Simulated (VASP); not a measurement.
# BaZnSbF (P4/nmm) in VASP: single point with PBE

Aim: the single point of BaZnSbF with PBE.

Everything below comes from runs of VASP 6.6.1. Logs are shortened: lines on timing, memory, paths and dates and some standing lists are left out, and cuts for length are marked.

**1. The cell of the first run**

Symmetry: P4/nmm, No. 129, tetragonal system. Conventional cell: a = 4.478 Å, b = 4.478 Å, c = 9.854 Å, α = 90.00°, β = 90.00°, γ = 90.00°. Ba (site symmetry 4mm) has 4 F at 2.68 Å within 3.5 Å. Within 3.7 Å of Zn (site symmetry -4m2) lie 4 Sb at 2.78 Å and 4 Zn at 3.17 Å. Within 3.7 Å of Sb (site symmetry 4mm) lie 4 Zn at 2.78 Å and 4 Ba at 3.65 Å. F (site symmetry -4m2) has 4 Ba at 2.68 Å and 4 F at 3.17 Å within 3.5 Å.

**2. Single point, PBE**

File INCAR:

```
  PREC = Accurate
  ENCUT = 520
  EDIFF = 1E-6
  ISMEAR = 0
  SIGMA = 0.1
  LREAL = False
  LASPH = True
  NELM = 60
  ALGO = Normal
  ISIF = 2
  LWAVE = False
  LCHARG = False
  GGA = PE
  NBANDS = 44
```

File KPOINTS:

```
Automatic mesh
0
Gamma
  8 8 4
```

File POSCAR:

```
BaZnSbF
1.0
    4.4782712166      0.0000000000      0.0000000000
    0.0000000000      4.4782712166      0.0000000000
    0.0000000000      0.0000000000      9.8542590174
Ba Zn Sb F
2 2 2 2
Direct
    0.0000000000      0.5000000000      0.3506884531
    0.5000000000      0.0000000000      0.6493115469
    0.5000000000      0.5000000000      0.0000000000
    0.0000000000      0.0000000000      0.0000000000
    0.5000000000      0.0000000000      0.1664147662
    0.0000000000      0.5000000000      0.8335852338
    0.5000000000      0.5000000000      0.5000000000
    0.0000000000      0.0000000000      0.5000000000
```

Potentials or basis: VASP PAW PBE potentials, release 64 (Ba_sv, Zn, Sb, F).

Started as:

```console
cat potpaw_PBE.64/Ba_sv/POTCAR potpaw_PBE.64/Zn/POTCAR potpaw_PBE.64/Sb/POTCAR potpaw_PBE.64/F/POTCAR > POTCAR
mpirun -np 1 vasp_std > vasp.out
```

OUTCAR:

```text
PREC = Accurate
   ENCUT = 520
   EDIFF = 1E-6
   ISMEAR = 0
   LREAL = False
   LASPH = True
   NELM = 60
   ISIF = 2
   GGA = PE

 ion  position               nearest neighbor table
   1  0.000  0.500  0.351-   7 2.68   8 2.68   8 2.68   7 2.68   5 3.65   5 3.65   5 3.65   5 3.65
                             2 4.32   2 4.32   2 4.32   2 4.32
   2  0.500  0.000  0.649-   7 2.68   8 2.68   7 2.68   8 2.68   6 3.65   6 3.65   6 3.65   6 3.65
                             1 4.32   1 4.32   1 4.32   1 4.32
   3  0.500  0.500  0.000-   5 2.78   6 2.78   5 2.78   6 2.78
   4  0.000  0.000  0.000-   5 2.78   6 2.78   6 2.78   5 2.78
   5  0.500  0.000  0.166-   3 2.78   4 2.78   3 2.78   4 2.78   1 3.65   1 3.65   1 3.65   1 3.65

   6  0.000  0.500  0.834-   3 2.78   4 2.78   4 2.78   3 2.78   2 3.65   2 3.65   2 3.65   2 3.65

   7  0.500  0.500  0.500-   1 2.68   2 2.68   2 2.68   1 2.68
   8  0.000  0.000  0.500-   1 2.68   2 2.68   1 2.68   2 2.68

  LATTYP: Found a simple tetragonal cell.
 ALAT       =     4.4782712166
 C/A-ratio  =     2.2004605217

  Lattice vectors:

 A1 = (   4.4782712166,   0.0000000000,   0.0000000000)
 A2 = (   0.0000000000,   4.4782712166,   0.0000000000)
 A3 = (   0.0000000000,   0.0000000000,   9.8542590174)

Analysis of symmetry for initial positions (statically):
=====================================================================
 Subroutine PRICEL returns:
 Original cell was already a primitive cell.

 Routine SETGRP: Setting up the symmetry group for a
 simple tetragonal supercell.

 Subroutine GETGRP returns: Found 16 space group operations
 (whereof  8 operations were pure point group operations)
 out of a pool of 16 trial point group operations.

The static configuration has the point symmetry D_2d.
 The point group associated with its full space group is D_4h.

Analysis of symmetry for dynamics (positions and initial velocities):
=====================================================================
 Subroutine PRICEL returns:
 Original cell was already a primitive cell.

 Routine SETGRP: Setting up the symmetry group for a
 simple tetragonal supercell.

 Subroutine GETGRP returns: Found 16 space group operations
 (whereof  8 operations were pure point group operations)
 out of a pool of 16 trial point group operations.

[... 115 lines left out ...]
   EDIFFG = 0.1E-04   stopping-criterion for IOM
   NSW    =      0    number of steps for IOM
   IBRION =     -1    ionic relax: 0-MD 1-quasi-New 2-CG
   NFREE  =      0    steps in history (QN), initial steepest desc. (CG)
   ISIF   =      2    stress and relaxation
   ISYM   =      2    0-nonsym 1-usesym 2-fastsym
   POTIM  = 0.5000    time-step for ionic-motion
   TEBEG  =    0.0;   TEEND  =   0.0 temperature during run
   PSTRESS=    0.0 pullay stress
   NELECT =      68.0000    total number of electrons
   NUPDOWN=      -1.0000    fix difference up-down
   EMIN   =  10.00;   EMAX   =-10.00  energy-range for DOS
   EFERMI =   0.00;   METHOD = LEGACY
   ISMEAR =     0;   SIGMA  =   0.10  broadening in eV -4-tet -1-fermi 0-gaus
   EFERMI_NEDOS =   21; number of points for ismear=-14 and -15
   IALGO  =     38    algorithm
   IMIX   =      4    mixing-type and parameters
     AMIX     =   0.40;   BMIX     =  1.00
     AMIX_MAG =   1.60;   BMIX_MAG =  1.00
  volume/ion in A,a.u.               =      24.70       166.71
  Fermi-wavevector in a.u.,A,eV,Ry     =   1.147175  2.167846 17.905399  1.316010
  Thomas-Fermi vector in A             =   2.283856
   LORBIT       =      0    0 simple, 1 ext, 2 COOP (PROOUT), +10 PAW based schemes
   GGA     = PE    functional components
   LHFCALC =     F    Hartree Fock is set to
   AEXX    =    0.0000 exact exchange contribution
   IVDW    =     0    specifies the selected vdW correction
   LEPSILON=     F    determine dielectric tensor
   LRPA    =     F    only Hartree local field effects (RPA)
 non-spin polarized calculation
 Gauss-broadening in eV      SIGMA  =   0.10
  energy-cutoff  :      520.00
  volume of cell :      197.63
 maximum number of plane-waves:      5380
 NGX is ok and might be reduce to    36
   NGX = 17   NGY = 17   NGZ = 37

 number of electron      68.0000018 magnetization

 Free energy of the ion-electron system (eV)
  ---------------------------------------------------
  ext. energy  EPLUGINS =         0.00000000
  ---------------------------------------------------
  free energy    TOTEN  =       -32.21925869 eV

  energy without entropy =      -32.21565576  energy(sigma->0) =      -32.21745722

 E-fermi :   3.9107     XC(G=0):  -9.3440

 val. band max:        3.8771331592   @ k =   0.0000   0.0000   0.0000
 cond. band min:       4.0456349222   @ k =   0.1250   0.0000   0.0000
 fundamental gap:      0.1685017630
 Fermi energy:         3.9106912225

 k-point     1 :       0.0000    0.0000    0.0000
  band No.  band energies     occupation
      1     -24.2536      2.00000
      2     -24.1071      2.00000
      3     -20.0881      2.00000
      4     -20.0533      2.00000
      5      -9.4456      2.00000
      6      -9.4456      2.00000
[... 1117 lines left out ...]
     43       8.5218      0.00000
     44       8.6407      0.00000

 [... further k-points ...]

------------------------ aborting loop because EDIFF is reached ----------------------------------------

  FORCE on cell =-STRESS in cart. coord.  units (eV):
  Direction    XX          YY          ZZ          XY          YZ          ZX
  --------------------------------------------------------------------------------------
  -------------------------------------------------------------------------------------
  Total        0.7297432      0.7297432      0.7774796      0.0000000      0.0000000     -0.0000000
  in kB        5.9161050      5.9161050      6.3031090      0.0000000      0.0000000     -0.0000000
  external PRESSURE =       6.0451063 kB  Pullay stress =       0.0000000 kB

 VOLUME and BASIS-vectors are now :
 -----------------------------------------------------------------------------
  energy-cutoff  :      520.00
  volume of cell :      197.63
      direct lattice vectors                 reciprocal lattice vectors
     4.478271217  0.000000000  0.000000000     0.223300455  0.000000000  0.000000000
     0.000000000  4.478271217  0.000000000     0.000000000  0.223300455  0.000000000
     0.000000000  0.000000000  9.854259017     0.000000000  0.000000000  0.101478964

 POSITION                                       TOTAL-FORCE (eV/Angst)
 -----------------------------------------------------------------------------------
      0.00000      2.23914      3.45577        -0.000000      0.000000     -0.117777
      2.23914      0.00000      6.39848         0.000000      0.000000      0.117777
      2.23914      2.23914      0.00000         0.000000     -0.000000      0.000000
      0.00000      0.00000      0.00000        -0.000000      0.000000      0.000000
      2.23914      0.00000      1.63989        -0.000000     -0.000000     -0.007979
      0.00000      2.23914      8.21436        -0.000000      0.000000      0.007979
      2.23914      2.23914      4.92713        -0.000000      0.000000      0.000000
      0.00000      0.00000      4.92713        -0.000000      0.000000      0.000000
 -----------------------------------------------------------------------------------
    total drift:                                0.000000      0.000000      0.000000

  FREE ENERGIE OF THE ION-ELECTRON SYSTEM (eV)
  ---------------------------------------------------
  free  energy   TOTEN  =       -32.2192586905 eV

  energy  without entropy=      -32.2156557553  energy(sigma->0) =      -32.21745722
```

Wall time 3.4 min (1 thread of AMD EPYC 9R45 (Zen 5), shared host); peak memory 0.53 GiB.

Results:

```
Free energy            : -32.2193 eV
Pressure               : 0.6 GPa
Largest force          : 0.118 eV/Å
Band gap on the k mesh : zero (bands 34 and 35 overlap by 0.01 eV)
```

Forces in eV/Å, atoms in the order of the input:
```
Ba   0.000  0.000 -0.118
Ba   0.000  0.000  0.118
Zn   0.000  0.000  0.000
Zn   0.000  0.000  0.000
Sb   0.000  0.000 -0.008
Sb   0.000  0.000  0.008
F    0.000  0.000  0.000
F    0.000  0.000  0.000
```

Caveat: spin-orbit coupling is left out, which moves the levels of the heavy elements.
